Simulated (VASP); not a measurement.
# Y (I4_1/amd) in VASP: notebook

Y is run at these levels: PBE; tasks: single point, relaxation of shape and atoms at fixed volume.

Everything below comes from runs of VASP 6.6.1. Logs are shortened: lines on timing, memory, paths and dates and some standing lists are left out, and cuts for length are marked.

### Step 1. The cell of the first run

The structure is tetragonal, space group I4_1/amd (No. 141). Conventional cell: a = 6.103 Å, b = 6.103 Å, c = 3.368 Å, α = 90.00°, β = 90.00°, γ = 90.00°. Within 4.2 Å of Y (site symmetry -4m2) lie 10 Y at 3.17 to 3.96 Å.

### Step 2. Single point, PBE (31.37 Å³/atom)

Input file INCAR:

```
PREC = Accurate
ENCUT = 520
EDIFF = 1E-6
ISMEAR = -1
SIGMA = 0.08
LREAL = F
LASPH = T
NELM = 100
ALGO = Normal
ISIF = 2
LWAVE = F
LCHARG = F
GGA = PE
NBANDS = 18
```

Input file KPOINTS:

```
regular mesh
0
Gamma
  14 14 14
```

Input file POSCAR:

```
Y
1.0
   -3.0515225870      3.0515225870      1.6842107240
    3.0515225870     -3.0515225870      1.6842107240
    3.0515225870      3.0515225870     -1.6842107240
Y
2
Direct
   -0.3750000000     -0.1250000000     -0.2500000000
    0.3750000000      0.1250000000      0.2500000000
```

Potentials or basis: VASP PAW PBE potentials, release 64 (Y_sv).

Run with:

```
cat potpaw_PBE.64/Y_sv/POTCAR > POTCAR
mpirun -np 1 vasp_std > vasp.out
```

OUTCAR:

```text
PREC = Accurate
   ENCUT = 520
   EDIFF = 1E-6
   ISMEAR = -1
   LREAL = F
   LASPH = T
   NELM = 100
   ISIF = 2
   GGA = PE

 ion  position               nearest neighbor table
   1  0.625  0.875  0.750-   2 3.17   2 3.17   2 3.17   2 3.17   2 3.96   2 3.96   2 3.96   2 3.96

   2  0.375  0.125  0.250-   1 3.17   1 3.17   1 3.17   1 3.17   1 3.96   1 3.96   1 3.96   1 3.96

  LATTYP: Found a body centered tetragonal cell.
 ALAT       =     6.1030451740
 C/A-ratio  =     0.5519247117

  Lattice vectors:

 A1 = (  -3.0515225870,   3.0515225870,   1.6842107240)
 A2 = (   3.0515225870,  -3.0515225870,   1.6842107240)
 A3 = (   3.0515225870,   3.0515225870,  -1.6842107240)

Analysis of symmetry for initial positions (statically):
=====================================================================
 Subroutine PRICEL returns:
 Original cell was already a primitive cell.

 Routine SETGRP: Setting up the symmetry group for a
 body centered tetragonal supercell.

 Subroutine GETGRP returns: Found 16 space group operations
 (whereof  4 operations were pure point group operations)
 out of a pool of 16 trial point group operations.

The static configuration has the point symmetry C_2h.
 The point group associated with its full space group is D_4h.

Analysis of symmetry for dynamics (positions and initial velocities):
=====================================================================
 Subroutine PRICEL returns:
 Original cell was already a primitive cell.

 Routine SETGRP: Setting up the symmetry group for a
 body centered tetragonal supercell.

 Subroutine GETGRP returns: Found 16 space group operations
 (whereof  4 operations were pure point group operations)
 out of a pool of 16 trial point group operations.

The dynamic configuration has the point symmetry C_2h.
 The point group associated with its full space group is D_4h.

 Subroutine INISYM returns: Found 16 space group operations
 (whereof  4 operations are pure point group operations),
 and found     1 'primitive' translations

----------------------------------------------------------------------------------------

                                     Primitive cell

  volume of cell :      62.7321

  direct lattice vectors                    reciprocal lattice vectors
    -3.051522587  3.051522587  1.684210724     0.000000000  0.163852630  0.296874965
     3.051522587 -3.051522587  1.684210724     0.163852630  0.000000000  0.296874965
     3.051522587  3.051522587 -1.684210724     0.163852630  0.163852630  0.000000000

  length of vectors
     4.632509683  4.632509683  4.632509683     0.339090591  0.339090591  0.231722611

  position of ions in fractional coordinates (direct lattice)
     0.625000000  0.875000000  0.750000000
     0.375000000  0.125000000  0.250000000

  ion indices of the primitive-cell ions
   primitive index   ion index
                 1           1
                 2           2

----------------------------------------------------------------------------------------

 KPOINTS: regular mesh

Automatic generation of k-mesh.
 Grid dimensions read from file:
 generate k-points for:   14   14   14

 Generating k-lattice:

  Cartesian coordinates                     Fractional coordinates (reciprocal lattice)
     0.000000000  0.011703759  0.021205355     0.071428571  0.000000000  0.000000000
     0.011703759  0.000000000  0.021205355     0.000000000  0.071428571  0.000000000
     0.011703759  0.011703759  0.000000000     0.000000000  0.000000000  0.071428571

  Length of vectors
     0.024220757  0.024220757  0.016551615

  Shift w.r.t. Gamma in fractional coordinates (k-lattice)
     0.000000000  0.000000000  0.000000000

 Subroutine IBZKPT returns following result:
 ===========================================

 Found    244 irreducible k-points:

 Following reciprocal coordinates:
            Coordinates               Weight
  0.000000  0.000000  0.000000      1.000000
  0.071429  0.000000  0.000000      8.000000
  0.142857  0.000000 -0.000000      8.000000
  0.214286 -0.000000  0.000000      8.000000
  0.285714  0.000000  0.000000      8.000000
  0.357143  0.000000 -0.000000      8.000000
[... 16 lines left out ...]
  0.214286  0.142857  0.000000     16.000000
  0.285714  0.142857 -0.000000     16.000000
 [... further k-points ...]
   k-points           NKPTS =    244   k-points in BZ     NKDIM =    244   number of bands    NBANDS=     18
   number of dos      NEDOS =    301   number of ions     NIONS =      2
   total plane-waves  NPLWV =  46656
   dimension x,y,z NGX =    36 NGY =   36 NGZ =   36
   dimension x,y,z NGXF=    72 NGYF=   72 NGZF=   72
   ions per type =               2
   NGX,Y,Z   is equivalent  to a cutoff of  12.92, 12.92, 12.92 a.u.
   NGXF,Y,Z  is equivalent  to a cutoff of  25.84, 25.84, 25.84 a.u.
 SYSTEM =  unknown system
   PREC   = accura    normal or accurate (medium, high low for compatibility)
   ISTART =      0    job   : 0-new  1-cont  2-samecut
   ICHARG =      2    charge: 1-file 2-atom 10-const
   ISPIN  =      1    spin polarized calculation?
   LNONCOLLINEAR =      F non collinear calculations
   LSORBIT =      F    spin-orbit coupling
   LASPH  =      T    aspherical Exc in radial PAW
   ENCUT  =  520.0 eV  38.22 Ry    6.18 a.u.   8.61  8.61  8.61*2*pi/ulx,y,z
   NELM   =    100;   NELMIN=  2; NELMDL= -5     # of ELM steps
   EDIFF  = 0.1E-05   stopping-criterion for ELM
   LREAL  =      F    real-space projection
   EDIFFG = 0.1E-04   stopping-criterion for IOM
   NSW    =      0    number of steps for IOM
   IBRION =     -1    ionic relax: 0-MD 1-quasi-New 2-CG
   NFREE  =      0    steps in history (QN), initial steepest desc. (CG)
   ISIF   =      2    stress and relaxation
   ISYM   =      2    0-nonsym 1-usesym 2-fastsym
   POTIM  = 0.5000    time-step for ionic-motion
   TEBEG  =    0.0;   TEEND  =   0.0 temperature during run
   PSTRESS=    0.0 pullay stress
   NELECT =      22.0000    total number of electrons
   NUPDOWN=      -1.0000    fix difference up-down
   EMIN   =  10.00;   EMAX   =-10.00  energy-range for DOS
   EFERMI =   0.00;   METHOD = LEGACY
   ISMEAR =    -1;   SIGMA  =   0.08  broadening in eV -4-tet -1-fermi 0-gaus
   EFERMI_NEDOS =   21; number of points for ismear=-14 and -15
   IALGO  =     38    algorithm
   IMIX   =      4    mixing-type and parameters
     AMIX     =   0.40;   BMIX     =  1.00
     AMIX_MAG =   1.60;   BMIX_MAG =  1.00
  volume/ion in A,a.u.               =      31.37       211.67
  Fermi-wavevector in a.u.,A,eV,Ry     =   1.154479  2.181648 18.134126  1.332821
  Thomas-Fermi vector in A             =   2.291115
   LORBIT       =      0    0 simple, 1 ext, 2 COOP (PROOUT), +10 PAW based schemes
   GGA     = PE    functional components
   LHFCALC =     F    Hartree Fock is set to
   AEXX    =    0.0000 exact exchange contribution
   IVDW    =     0    specifies the selected vdW correction
   LEPSILON=     F    determine dielectric tensor
   LRPA    =     F    only Hartree local field effects (RPA)
 non-spin polarized calculation
  energy-cutoff  :      520.00
  volume of cell :       62.73
 maximum number of plane-waves:      1715
   NGX = 17   NGY = 17   NGZ = 17

 number of electron      22.0000002 magnetization

 Free energy of the ion-electron system (eV)
  ---------------------------------------------------
  ext. energy  EPLUGINS =         0.00000000
  ---------------------------------------------------
  free energy    TOTEN  =       -11.97869225 eV

  energy without entropy =      -11.89409545  energy(sigma->0) =      -11.93639385

 E-fermi :   3.1972     XC(G=0):  -9.5871

 val. band max:        3.1971423991   @ k =  -0.2143   0.1429   0.0000
 cond. band min:       3.1988122297   @ k =  -0.1429   0.1429   0.1429
 fundamental gap:      0.0016698306
 Fermi energy:         3.1972388846

 k-point     1 :       0.0000    0.0000    0.0000
  band No.  band energies     occupation
      1     -39.6428      2.00000
      2     -39.4470      2.00000
      3     -19.9650      2.00000
      4     -19.9650      2.00000
      5     -19.2261      2.00000
      6     -19.2224      2.00000
[... 10 lines left out ...]
     17       6.6559      0.00000
     18       7.8747      0.00000

 k-point     2 :       0.0714    0.0000    0.0000
  band No.  band energies     occupation
      1     -39.6385      2.00000
      2     -39.4468      2.00000
      3     -19.9628      2.00000
      4     -19.9519      2.00000
      5     -19.2667      2.00000
      6     -19.2432      2.00000
[... 10 lines left out ...]
     17       7.0494      0.00000
     18       8.1910      0.00000

 k-point     3 :       0.1429    0.0000   -0.0000
  band No.  band energies     occupation
      1     -39.6261      2.00000
      2     -39.4466      2.00000
      3     -19.9566      2.00000
      4     -19.9157      2.00000
      5     -19.3497      2.00000
      6     -19.3186      2.00000
[... 10 lines left out ...]
     17       6.8358      0.00000
     18       8.7560      0.00000

 k-point     4 :       0.2143   -0.0000    0.0000
  band No.  band energies     occupation
      1     -39.6076      2.00000
      2     -39.4469      2.00000
      3     -19.9476      2.00000
      4     -19.8657      2.00000
      5     -19.4662      2.00000
      6     -19.4154      2.00000
[... 375 lines left out ...]
      4     -19.8926      2.00000
      5     -19.5525      2.00000
      6     -19.5351      2.00000
[... 10 lines left out ...]
     17       6.1522      0.00000
     18       8.3288      0.00000

 k-point    23 :       0.2143    0.1429    0.0000
  band No.  band energies     occupation
      1     -39.5732      2.00000
      2     -39.4427      2.00000
      3     -19.9050      2.00000
      4     -19.8636      2.00000
      5     -19.6468      2.00000
      6     -19.6186      2.00000
[... 10 lines left out ...]
     17       6.9569      0.00000
     18       7.9442      0.00000

 k-point    24 :       0.2857    0.1429   -0.0000
  band No.  band energies     occupation
      1     -39.5551      2.00000
      2     -39.4481      2.00000
      3     -19.9221      2.00000
      4     -19.8508      2.00000
      5     -19.7182      2.00000
      6     -19.6337      2.00000
[... 10 lines left out ...]
     17       7.4627      0.00000
     18       8.0965      0.00000

 [... further k-points ...]
[... 5 lines left out ...]
  --------------------------------------------------------------------------------------
  -------------------------------------------------------------------------------------
  Total        0.6816619      0.6816619      0.6504109      0.0000000     -0.0000000      0.0000000
  in kB       17.4096486     17.4096486     16.6114987      0.0000000     -0.0000000      0.0000000
  external PRESSURE =      17.1435986 kB  Pullay stress =       0.0000000 kB

 VOLUME and BASIS-vectors are now :
 -----------------------------------------------------------------------------
  energy-cutoff  :      520.00
  volume of cell :       62.73
      direct lattice vectors                 reciprocal lattice vectors
    -3.051522587  3.051522587  1.684210724     0.000000000  0.163852630  0.296874965
     3.051522587 -3.051522587  1.684210724     0.163852630  0.000000000  0.296874965
     3.051522587  3.051522587 -1.684210724     0.163852630  0.163852630  0.000000000

 POSITION                                       TOTAL-FORCE (eV/Angst)
 -----------------------------------------------------------------------------------
      3.05152      1.52576      1.26316        -0.000000      0.000000      0.000000
      0.00000      1.52576      0.42105         0.000000     -0.000000     -0.000000
 -----------------------------------------------------------------------------------
    total drift:                               -0.000000     -0.000000      0.000000

  FREE ENERGIE OF THE ION-ELECTRON SYSTEM (eV)
  ---------------------------------------------------
  free  energy   TOTEN  =       -11.9786922517 eV

  energy  without entropy=      -11.8940954498  energy(sigma->0) =      -11.93639385
```

Wall time 8.5 min (1 thread of AMD EPYC 7R13, shared host); peak memory 0.37 GiB.

What came out:

- Free energy: -11.9787 eV
- Pressure: 1.7 GPa
- Band gap on the k mesh: zero (bands 11 and 12 overlap by 1.12 eV)

Levels at points of the mesh, in eV from the Fermi level:
```csv
k point,band 8,band 9,band 10,band 11,band 12,band 13,band 14,band 15
"(0.00, 0.00, 0.00)",-22.41,-4.62,-1.90,-0.20,-0.07,0.86,3.39,3.39
"(0.50, 0.00, 0.00)",-22.38,-1.67,-1.31,-0.39,0.42,1.03,1.91,1.94
"(0.50, 0.50, 0.00)",-22.37,-2.31,-2.31,0.18,0.18,1.21,1.21,2.38
"(0.50, 0.50, 0.50)",-22.33,-1.76,-1.76,0.40,0.40,0.80,0.80,3.11
```

### Step 3. Single point, PBE

This run uses another cell than the first one, of 33.02 Å³/atom.

Input file INCAR:

```
PREC = Accurate
ENCUT = 520
EDIFF = 1E-7
ISMEAR = -1
SIGMA = 0.08
LREAL = False
LASPH = True
NELM = 100
ALGO = Normal
ISIF = 2
LWAVE = False
LCHARG = False
GGA = PE
NBANDS = 18
```

Input file KPOINTS:

```
Automatic mesh
0
Gamma
  14 14 14
```

Input file POSCAR:

```
Y
1.0
   -3.1121545994      3.1121545994      1.7044476819
    3.1121545994     -3.1121545994      1.7044476819
    3.1121545994      3.1121545994     -1.7044476819
Y
2
Direct
   -0.3750000000     -0.1250000000     -0.2500000000
    0.3750000000      0.1250000000      0.2500000000
```

Potentials or basis: VASP PAW PBE potentials, release 64 (Y_sv).

Run with:

```
cat potpaw_PBE.64/Y_sv/POTCAR > POTCAR
mpirun -np 1 vasp_std > vasp.out
```

Wall time 9.6 min (1 thread of AMD EPYC 7R13, shared host); peak memory 0.39 GiB.

Results (log left out):

```
Free energy            : -11.9955 eV
Pressure               : -0.1 GPa
Band gap on the k mesh : zero (bands 11 and 12 overlap by 1.00 eV)
```

Levels at points of the mesh, in eV from the Fermi level:
```csv
k point,band 9,band 10,band 11,band 12,band 13,band 14
"(0.00, 0.00, 0.00)",-4.55,-1.74,-0.17,-0.09,0.81,3.31
"(0.50, 0.00, 0.00)",-1.62,-1.20,-0.37,0.40,0.90,1.79
"(0.50, 0.50, 0.00)",-2.33,-2.33,0.19,0.19,1.13,1.13
"(0.50, 0.50, 0.50)",-1.76,-1.76,0.27,0.27,0.76,0.76
```

### Step 4. Single point, PBE (33.02 Å³/atom)

This run uses another cell than the first one, of 33.02 Å³/atom.

Input file INCAR:

```
SYSTEM = Y
ALGO     = Normal         ! electronic algorithm
EDIFF    = 1E-6           ! SCF threshold, eV
ENCUT    = 520            ! plane-wave cutoff, eV
GGA      = PE             ! functional
ISIF     = 2              ! what is computed and relaxed
ISMEAR   = -1             ! smearing method
LASPH    = .True.         ! aspherical terms in the spheres
LCHARG   = .True.         ! write CHGCAR
LELF     = .True.         ! ELF
LREAL    = .False.        ! projectors in reciprocal space
LVHAR    = .True.       
LWAVE    = .False.        ! write WAVECAR
NBANDS   = 18             ! bands
NELM     = 100            ! most SCF steps
PREC     = Accurate       ! precision mode
SIGMA    = 0.08           ! smearing width, eV
```

Input file KPOINTS:

```
k-points
0
Gamma
  14 14 14
  0 0 0
```

POSCAR is that of step 3.

Run with:

```
cat potpaw_PBE.64/Y_sv/POTCAR > POTCAR
mpirun -np 1 vasp_std > vasp.out
```

Run time: 8.9 min. Hardware: 1 thread of AMD EPYC 7R13, shared host; peak memory 0.39 GiB.

The run converged. Its results:

```yaml
Free_energy: -11.9955 eV
Pressure: -0.1 GPa
Band_gap_on_the_k_mesh: zero (bands 11 and 12 overlap by 1.00 eV)
```

Levels at points of the mesh, in eV from the Fermi level:
| k point | band 8 | band 9 | band 10 | band 11 | band 12 | band 13 | band 14 | band 15 |
| --- | --- | --- | --- | --- | --- | --- | --- | --- |
| (0.00, 0.00, 0.00) | -22.55 | -4.55 | -1.74 | -0.17 | -0.09 | 0.81 | 3.31 | 3.31 |
| (0.50, 0.00, 0.00) | -22.54 | -1.62 | -1.20 | -0.37 | 0.40 | 0.90 | 1.79 | 1.89 |
| (0.50, 0.50, 0.00) | -22.52 | -2.33 | -2.33 | 0.19 | 0.19 | 1.13 | 1.13 | 2.27 |
| (0.50, 0.50, 0.50) | -22.50 | -1.76 | -1.76 | 0.27 | 0.27 | 0.76 | 0.76 | 2.98 |

[end of part 1 of 2]
